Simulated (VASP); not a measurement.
# ZrB2 (P6/mmm) in VASP: notebook

ZrB2 is run at these levels: LDA; tasks: single point.

Program: VASP 6.6.1. These are calculated values, not measurements. Logs are shortened: lines on timing, memory, paths and dates and some standing lists are left out, and cuts for length are marked.

## Step 1: The cell of the first run

It takes space group P6/mmm (No. 191, hexagonal). Conventional cell: a = 3.002 Å, b = 3.002 Å, c = 3.343 Å, α = 90.00°, β = 90.00°, γ = 120.00°. Within 3.2 Å of Zr (site symmetry 6/mmm) lie 12 B at 2.41 Å and 6 Zr at 3.00 Å. B (site symmetry -6m2) has 3 B at 1.73 Å within 2.3 Å.

## Step 2: Single point, LDA (volume 8.697 Å^3 an atom, c/a of the conventional cell 1.1138)

Input file INCAR:

```
SYSTEM = ZrB2
  PREC = Accurate
  ENCUT = 520
  EDIFF = 1E-7
  ISMEAR = 0
  SIGMA = 0.15
  LREAL = .FALSE.
  LASPH = .TRUE.
  NELM = 100
  ALGO = Normal
  ISIF = 2
  LWAVE = .FALSE.
  LCHARG = .FALSE.
  GGA = CA
  NBANDS = 16
```

Input file KPOINTS:

```
regular mesh
0
G
  18 18 12
  0 0 0
```

Input file POSCAR:

```
ZrB2
1.0
    3.0018528294      0.0000000000      0.0000000000
   -1.5009264147      2.5996808087      0.0000000000
    0.0000000000      0.0000000000      3.3433458192
Zr B
1 2
Direct
    0.0000000000      0.0000000000      0.0000000000
    0.3333333333      0.6666666667      0.5000000000
    0.6666666667      0.3333333333      0.5000000000
```

Potentials or basis: VASP PAW LDA potentials, release 64 (Zr_sv, B).

On the command line:

```sh
cat potpaw_LDA.64/Zr_sv/POTCAR potpaw_LDA.64/B/POTCAR > POTCAR
mpirun -np 1 vasp_std > vasp.out
```

OUTCAR:

```text
SYSTEM = ZrB2
   PREC = Accurate
   ENCUT = 520
   EDIFF = 1E-7
   ISMEAR = 0
   LREAL = .FALSE.
   LASPH = .TRUE.
   NELM = 100
   ISIF = 2
   GGA = CA

 ion  position               nearest neighbor table
   1  0.000  0.000  0.000-   2 2.41   3 2.41   2 2.41   3 2.41   3 2.41   3 2.41   2 2.41   2 2.41
                             3 2.41   3 2.41   2 2.41   2 2.41
   2  0.333  0.667  0.500-   3 1.73   3 1.73   3 1.73   1 2.41   1 2.41   1 2.41   1 2.41   1 2.41
                             1 2.41
   3  0.667  0.333  0.500-   2 1.73   2 1.73   2 1.73   1 2.41   1 2.41   1 2.41   1 2.41   1 2.41
                             1 2.41

  LATTYP: Found a hexagonal cell.
 ALAT       =     3.0018528294
 C/A-ratio  =     1.1137607369

  Lattice vectors:

 A1 = (   3.0018528294,   0.0000000000,   0.0000000000)
 A2 = (  -1.5009264147,   2.5996808087,   0.0000000000)
 A3 = (   0.0000000000,   0.0000000000,   3.3433458192)

Analysis of symmetry for initial positions (statically):
=====================================================================
 Subroutine PRICEL returns:
 Original cell was already a primitive cell.

 Routine SETGRP: Setting up the symmetry group for a
 hexagonal supercell.

 Subroutine GETGRP returns: Found 24 space group operations
 (whereof 24 operations were pure point group operations)
 out of a pool of 24 trial point group operations.

The static configuration has the point symmetry D_6h.

Analysis of symmetry for dynamics (positions and initial velocities):
=====================================================================
 Subroutine PRICEL returns:
 Original cell was already a primitive cell.

 Routine SETGRP: Setting up the symmetry group for a
 hexagonal supercell.

 Subroutine GETGRP returns: Found 24 space group operations
 (whereof 24 operations were pure point group operations)
 out of a pool of 24 trial point group operations.

The dynamic configuration has the point symmetry D_6h.

 Subroutine INISYM returns: Found 24 space group operations
 (whereof 24 operations are pure point group operations),
 and found     1 'primitive' translations

----------------------------------------------------------------------------------------

                                     Primitive cell

  volume of cell :      26.0910

  direct lattice vectors                    reciprocal lattice vectors
     3.001852829  0.000000000  0.000000000     0.333127590  0.192331304  0.000000000
    -1.500926415  2.599680809  0.000000000     0.000000000  0.384662608  0.000000000
     0.000000000  0.000000000  3.343345819     0.000000000  0.000000000  0.299101575

  length of vectors
     3.001852829  3.001852829  3.343345819     0.384662608  0.384662608  0.299101575

  position of ions in fractional coordinates (direct lattice)
     0.000000000  0.000000000  0.000000000
     0.333333333  0.666666667  0.500000000
     0.666666667  0.333333333  0.500000000

  ion indices of the primitive-cell ions
   primitive index   ion index
                 1           1
                 2           2
                 3           3

----------------------------------------------------------------------------------------

 KPOINTS: regular mesh

Automatic generation of k-mesh.
 Grid dimensions read from file:
 generate k-points for:   18   18   12

 Generating k-lattice:

  Cartesian coordinates                     Fractional coordinates (reciprocal lattice)
     0.018507088  0.010685072  0.000000000     0.055555556  0.000000000  0.000000000
     0.000000000  0.021370145  0.000000000     0.000000000  0.055555556  0.000000000
     0.000000000  0.000000000  0.024925131     0.000000000  0.000000000  0.083333333

  Length of vectors
     0.021370145  0.021370145  0.024925131

  Shift w.r.t. Gamma in fractional coordinates (k-lattice)
     0.000000000  0.000000000  0.000000000

 Subroutine IBZKPT returns following result:
 ===========================================

 Found    259 irreducible k-points:

 Following reciprocal coordinates:
            Coordinates               Weight
  0.000000  0.000000  0.000000      1.000000
  0.055556 -0.000000  0.000000      6.000000
  0.111111 -0.000000  0.000000      6.000000
  0.166667  0.000000  0.000000      6.000000
  0.222222  0.000000  0.000000      6.000000
  0.277778 -0.000000  0.000000      6.000000
[... 16 lines left out ...]
  0.333333  0.111111  0.000000     12.000000
  0.388889  0.111111  0.000000     12.000000
 [... further k-points ...]
   k-points           NKPTS =    259   k-points in BZ     NKDIM =    259   number of bands    NBANDS=     16
   number of dos      NEDOS =    301   number of ions     NIONS =      3
   total plane-waves  NPLWV =  16128
   dimension x,y,z NGX =    24 NGY =   24 NGZ =   28
   dimension x,y,z NGXF=    48 NGYF=   48 NGZF=   56
   ions per type =               1   2
   NGX,Y,Z   is equivalent  to a cutoff of  13.29, 13.29, 13.92 a.u.
   NGXF,Y,Z  is equivalent  to a cutoff of  26.58, 26.58, 27.85 a.u.
 SYSTEM =  ZrB2
   PREC   = accura    normal or accurate (medium, high low for compatibility)
   ISTART =      0    job   : 0-new  1-cont  2-samecut
   ICHARG =      2    charge: 1-file 2-atom 10-const
   ISPIN  =      1    spin polarized calculation?
   LNONCOLLINEAR =      F non collinear calculations
   LSORBIT =      F    spin-orbit coupling
   LASPH  =      T    aspherical Exc in radial PAW
   ENCUT  =  520.0 eV  38.22 Ry    6.18 a.u.   5.58  5.58  6.22*2*pi/ulx,y,z
   NELM   =    100;   NELMIN=  2; NELMDL= -5     # of ELM steps
   EDIFF  = 0.1E-06   stopping-criterion for ELM
   LREAL  =      F    real-space projection
   EDIFFG = 0.1E-05   stopping-criterion for IOM
   NSW    =      0    number of steps for IOM
   IBRION =     -1    ionic relax: 0-MD 1-quasi-New 2-CG
   NFREE  =      0    steps in history (QN), initial steepest desc. (CG)
   ISIF   =      2    stress and relaxation
   ISYM   =      2    0-nonsym 1-usesym 2-fastsym
   POTIM  = 0.5000    time-step for ionic-motion
   TEBEG  =    0.0;   TEEND  =   0.0 temperature during run
   PSTRESS=    0.0 pullay stress
   NELECT =      18.0000    total number of electrons
   NUPDOWN=      -1.0000    fix difference up-down
   EMIN   =  10.00;   EMAX   =-10.00  energy-range for DOS
   EFERMI =   0.00;   METHOD = LEGACY
   ISMEAR =     0;   SIGMA  =   0.15  broadening in eV -4-tet -1-fermi 0-gaus
   EFERMI_NEDOS =   21; number of points for ismear=-14 and -15
   IALGO  =     38    algorithm
   IMIX   =      4    mixing-type and parameters
     AMIX     =   0.40;   BMIX     =  1.00
     AMIX_MAG =   1.60;   BMIX_MAG =  1.00
  volume/ion in A,a.u.               =       8.70        58.69
  Fermi-wavevector in a.u.,A,eV,Ry     =   1.446557  2.733596 28.470544  2.092526
  Thomas-Fermi vector in A             =   2.564612
   LORBIT       =      0    0 simple, 1 ext, 2 COOP (PROOUT), +10 PAW based schemes
   GGA     = CA    functional components
   LHFCALC =     F    Hartree Fock is set to
   AEXX    =    0.0000 exact exchange contribution
   IVDW    =     0    specifies the selected vdW correction
   LEPSILON=     F    determine dielectric tensor
   LRPA    =     F    only Hartree local field effects (RPA)
 non-spin polarized calculation
 Gauss-broadening in eV      SIGMA  =   0.15
  energy-cutoff  :      520.00
  volume of cell :       26.09
 maximum number of plane-waves:       724
 NGX is ok and might be reduce to    24
   NGX = 11   NGY = 11   NGZ = 13

 number of electron      18.0000000 magnetization

 Free energy of the ion-electron system (eV)
  ---------------------------------------------------
  ext. energy  EPLUGINS =         0.00000000
  ---------------------------------------------------
  free energy    TOTEN  =       -27.03730376 eV

  energy without entropy =      -27.03504875  energy(sigma->0) =      -27.03617625

 E-fermi :  12.4274     XC(G=0): -13.3663

 val. band max:       12.3289715641   @ k =   0.1111  -0.0000   0.4167
 cond. band min:      12.4599774517   @ k =   0.2222   0.2222   0.0833
 fundamental gap:      0.1310058876
 Fermi energy:        12.4274257812

 k-point     1 :       0.0000    0.0000    0.0000
  band No.  band energies     occupation
      1     -35.4557      2.00000
      2     -13.9023      2.00000
      3     -13.0202      2.00000
      4     -13.0202      2.00000
      5      -0.8552      2.00000
      6       9.4205      2.00000
[... 8 lines left out ...]
     15      18.2565      0.00000
     16      18.4669      0.00000

 k-point     2 :       0.0556   -0.0000    0.0000
  band No.  band energies     occupation
      1     -35.4488      2.00000
      2     -13.8929      2.00000
      3     -13.0749      2.00000
      4     -13.0317      2.00000
      5      -0.7815      2.00000
      6       9.2462      2.00000
[... 8 lines left out ...]
     15      18.8742      0.00000
     16      18.9172      0.00000

 k-point     3 :       0.1111   -0.0000    0.0000
  band No.  band energies     occupation
      1     -35.4289      2.00000
      2     -13.8654      2.00000
      3     -13.2297      2.00000
      4     -13.0645      2.00000
      5      -0.5669      2.00000
      6       8.7645      2.00000
[... 8 lines left out ...]
     15      19.7417      0.00000
     16      19.9319      0.00000

 k-point     4 :       0.1667    0.0000    0.0000
  band No.  band energies     occupation
      1     -35.3981      2.00000
      2     -13.8231      2.00000
      3     -13.4598      2.00000
      4     -13.1144      2.00000
      5      -0.2289      2.00000
      6       8.1037      2.00000
[... 8 lines left out ...]
     15      20.1640      0.00000
     16      20.8208      0.00000
[... 324 lines left out ...]
 k-point    22 :       0.2778    0.1111    0.0000
  band No.  band energies     occupation
      1     -35.2702      2.00000
      2     -14.2513      2.00000
      3     -13.6462      2.00000
      4     -13.4004      2.00000
      5       1.4895      2.00000
      6       5.9088      2.00000
[... 8 lines left out ...]
     15      21.8792      0.00000
     16      24.1279      0.00000

 k-point    23 :       0.3333    0.1111    0.0000
  band No.  band energies     occupation
      1     -35.2402      2.00000
      2     -14.4234      2.00000
      3     -13.6046      2.00000
      4     -13.4628      2.00000
      5       2.1084      2.00000
      6       5.2123      2.00000
[... 8 lines left out ...]
     15      22.9780      0.00000
     16      23.7289      0.00000

 k-point    24 :       0.3889    0.1111    0.0000
  band No.  band energies     occupation
      1     -35.2206      2.00000
      2     -14.5338      2.00000
      3     -13.5772      2.00000
      4     -13.5031      2.00000
      5       2.7189      2.00000
      6       4.5542      2.00000
[... 8 lines left out ...]
     15      23.1266      0.00000
     16      23.8695      0.00000

 [... further k-points ...]
[... 5 lines left out ...]
  --------------------------------------------------------------------------------------
  -------------------------------------------------------------------------------------
  Total        7.2080072      7.2080072      6.8927984      0.0000000     -0.0000000      0.0000000
  in kB      442.6241138    442.6241138    423.2679966      0.0000000     -0.0000000      0.0000000
  external PRESSURE =     436.1720748 kB  Pullay stress =       0.0000000 kB

 VOLUME and BASIS-vectors are now :
 -----------------------------------------------------------------------------
  energy-cutoff  :      520.00
  volume of cell :       26.09
      direct lattice vectors                 reciprocal lattice vectors
     3.001852829  0.000000000  0.000000000     0.333127590  0.192331304  0.000000000
    -1.500926415  2.599680809  0.000000000     0.000000000  0.384662608  0.000000000
     0.000000000  0.000000000  3.343345819     0.000000000  0.000000000  0.299101575

 POSITION                                       TOTAL-FORCE (eV/Angst)
 -----------------------------------------------------------------------------------
      0.00000      0.00000      0.00000        -0.000000      0.000000      0.000000
     -0.00000      1.73312      1.67167         0.000000     -0.000000     -0.000000
      1.50093      0.86656      1.67167        -0.000000      0.000000      0.000000
 -----------------------------------------------------------------------------------
    total drift:                               -0.000000      0.000000      0.000000

  FREE ENERGIE OF THE ION-ELECTRON SYSTEM (eV)
  ---------------------------------------------------
  free  energy   TOTEN  =       -27.0373037553 eV

  energy  without entropy=      -27.0350487537  energy(sigma->0) =      -27.03617625
```

Run time: 36 s. Hardware: 1 thread of Intel Xeon 6975P-C (Granite Rapids), shared host; peak memory 0.21 GiB.

What came out:

- Free energy: -27.0373 eV
- Pressure: 43.6 GPa
- Band gap on the k mesh: zero (band 9 reaches 13.30 eV, above the bottom of band 10 at 11.81 eV)

Stress tensor (GPa, compression positive):
```
44.26  0.00  0.00
 0.00 44.26  0.00
 0.00  0.00 42.33
```

## Step 3: Single point, LDA (volume 8.697 Å^3 an atom, c/a of the conventional cell 1.2574)

Input file INCAR:

```
PREC = Accurate
ENCUT = 520
EDIFF = 1E-6
ISMEAR = 0
SIGMA = 0.15
LREAL = False
LASPH = True
NELM = 100
ALGO = Normal
ISIF = 2
LWAVE = False
LCHARG = False
GGA = CA
NBANDS = 16
```

Input file KPOINTS:

```
regular mesh
0
Gamma
  18 18 12
```

Input file POSCAR:

```
ZrB2
1.0
    2.8828953592      0.0000000000      0.0000000000
   -1.4414476796      2.4966606175      0.0000000000
    0.0000000000      0.0000000000      3.6249526246
Zr B
1 2
Direct
    0.0000000000      0.0000000000      0.0000000000
    0.3333333333      0.6666666667      0.5000000000
    0.6666666667      0.3333333333      0.5000000000
```

Potentials or basis: VASP PAW LDA potentials, release 64 (Zr_sv, B).

On the command line:

```sh
cat potpaw_LDA.64/Zr_sv/POTCAR potpaw_LDA.64/B/POTCAR > POTCAR
mpirun -np 1 vasp_std > vasp.out
```

OUTCAR:

```text
PREC = Accurate
   ENCUT = 520
   EDIFF = 1E-6
   ISMEAR = 0
   LREAL = False
   LASPH = True
   NELM = 100
   ISIF = 2
   GGA = CA

 ion  position               nearest neighbor table
   1  0.000  0.000  0.000-   2 2.46   3 2.46   2 2.46   3 2.46   2 2.46   2 2.46   3 2.46   3 2.46
                             3 2.46   3 2.46   2 2.46   2 2.46
   2  0.333  0.667  0.500-   3 1.66   3 1.66   3 1.66   1 2.46   1 2.46   1 2.46   1 2.46   1 2.46
                             1 2.46
   3  0.667  0.333  0.500-   2 1.66   2 1.66   2 1.66   1 2.46   1 2.46   1 2.46   1 2.46   1 2.46
                             1 2.46

  LATTYP: Found a hexagonal cell.
 ALAT       =     2.8828953592
 C/A-ratio  =     1.2574000000

  Lattice vectors:

 A1 = (   2.8828953592,   0.0000000000,   0.0000000000)
 A2 = (  -1.4414476796,   2.4966606175,   0.0000000000)
 A3 = (   0.0000000000,   0.0000000000,   3.6249526246)

Analysis of symmetry for initial positions (statically):
=====================================================================
 Subroutine PRICEL returns:
 Original cell was already a primitive cell.

 Routine SETGRP: Setting up the symmetry group for a
 hexagonal supercell.
[... 166 lines left out ...]
  free energy    TOTEN  =       -26.66051098 eV

  energy without entropy =      -26.65885183  energy(sigma->0) =      -26.65968141

 E-fermi :  12.2166     XC(G=0): -13.3523

 val. band max:       12.0643762114   @ k =   0.0000   0.0000   0.5000
 cond. band min:      12.2270176324   @ k =   0.0000   0.0000   0.4167
 fundamental gap:      0.1626414210
 Fermi energy:        12.2165694740

 k-point     1 :       0.0000    0.0000    0.0000
  band No.  band energies     occupation
      1     -35.7883      2.00000
      2     -14.2886      2.00000
      3     -13.0285      2.00000
      4     -13.0285      2.00000
      5      -1.0652      2.00000
      6       9.1182      2.00000
[... 433 lines left out ...]
      3     -13.8443      2.00000
      4     -13.6481      2.00000
      5       2.6936      2.00000
      6       4.6511      2.00000
[... 8 lines left out ...]
     15      23.3692      0.00000
     16      23.6379      0.00000

 [... further k-points ...]
[... 5 lines left out ...]
  --------------------------------------------------------------------------------------
  -------------------------------------------------------------------------------------
  Total       10.4112480     10.4112480      1.4326067      0.0000000      0.0000000      0.0000000
  in kB      639.3264144    639.3264144     87.9724773      0.0000000      0.0000000      0.0000000
  external PRESSURE =     455.5417687 kB  Pullay stress =       0.0000000 kB

 VOLUME and BASIS-vectors are now :
 -----------------------------------------------------------------------------
  energy-cutoff  :      520.00
  volume of cell :       26.09
      direct lattice vectors                 reciprocal lattice vectors
     2.882895359  0.000000000  0.000000000     0.346873499  0.200267508  0.000000000
    -1.441447680  2.496660617  0.000000000     0.000000000  0.400535016  0.000000000
     0.000000000  0.000000000  3.624952625     0.000000000  0.000000000  0.275865674

 POSITION                                       TOTAL-FORCE (eV/Angst)
 -----------------------------------------------------------------------------------
      0.00000      0.00000      0.00000         0.000000     -0.000000     -0.000000
     -0.00000      1.66444      1.81248         0.000000     -0.000000     -0.000000
      1.44145      0.83222      1.81248        -0.000000      0.000000      0.000000
 -----------------------------------------------------------------------------------
    total drift:                               -0.000000      0.000000      0.000000

  FREE ENERGIE OF THE ION-ELECTRON SYSTEM (eV)
  ---------------------------------------------------
  free  energy   TOTEN  =       -26.6605109824 eV

  energy  without entropy=      -26.6588518336  energy(sigma->0) =      -26.65968141
```

stdout:

```text
POSCAR found type information on POSCAR ZrB
 POSCAR found :  2 types and       3 ions
 scaLAPACK will be used
 LDA part: xc-table for (Slater(with rela. corr.)+CA(PZ))
 , standard interpolation
 POSCAR, INCAR and KPOINTS ok, starting setup
 FFT: planning ... GRIDC
 FFT: planning ... GRID_SOFT
 FFT: planning ... GRID
 WAVECAR not read
 entering main loop
```

It took 34 s on 1 thread of Intel Xeon 6975P-C (Granite Rapids), shared host; peak memory 0.22 GiB.

Results:

```
Free energy            : -26.6605 eV
Pressure               : 45.6 GPa
Band gap on the k mesh : zero (band 9 reaches 12.58 eV, above the bottom of band 10 at 11.43 eV)
```

Stress tensor (GPa, compression positive):
```
63.93  0.00  0.00
 0.00 63.93  0.00
 0.00  0.00  8.80
```

Levels at points of the mesh, in eV from the Fermi level:
| k point | band 5 | band 6 | band 7 | band 8 | band 9 | band 10 | band 11 | band 12 | band 13 | band 14 |
| --- | --- | --- | --- | --- | --- | --- | --- | --- | --- | --- |
| (0.00, 0.00, 0.00) | -13.28 | -3.10 | -2.89 | -1.81 | -1.81 | 4.13 | 4.13 | 4.54 | 4.54 | 7.05 |
| (0.50, 0.00, 0.00) | -9.32 | -8.14 | -5.02 | -3.10 | -2.75 | 2.49 | 2.89 | 6.41 | 7.22 | 7.93 |
| (0.00, 0.00, 0.50) | -10.98 | -7.17 | -0.15 | -0.15 | 0.16 | 1.07 | 1.07 | 1.91 | 1.91 | 7.02 |
| (0.50, 0.00, 0.50) | -10.21 | -7.23 | -4.47 | -4.29 | -1.15 | 3.15 | 5.83 | 5.92 | 7.19 | 7.42 |
